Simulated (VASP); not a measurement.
Nb: single point with PBEsol

Nb:

```xyz
1
Lattice="0.0000 2.0477 2.0477 2.0477 0.0000 2.0477 2.0477 2.0477 0.0000" Properties=species:S:1:pos:R:3 pbc="T T T"
Nb    0.0000    0.0000    0.0000
```

- Program: VASP 6.6.1
- Task: single point
- Functional: PBEsol
- Potentials or basis: VASP PAW PBE potentials, release 64 (Nb_sv)
- Cutoff: 520 eV
- k mesh: 11 × 11 × 11
- Occupations: fermi-dirac, width 0.05 eV
- Spin: no spin polarisation

- Pressure: 9.7 GPa

Levels at points of the mesh, in eV from the Fermi level:
```
           k point  band 2  band 3  band 4  band 5  band 6  band 7  band 8  band 9  band 10  band 11
(0.00, 0.00, 0.00)  -29.83  -29.83  -29.83   -6.46    0.03    0.03    0.03    2.96     2.96    11.90
```

Run time: 4.5 s on 1 thread of Intel(R) Xeon(R) 6975P-C (Granite Rapids), with other jobs on the host, peak memory 0.14 GiB.

Caveat: the PAW data sets were made with another functional, which shifts forces and pressure a little.
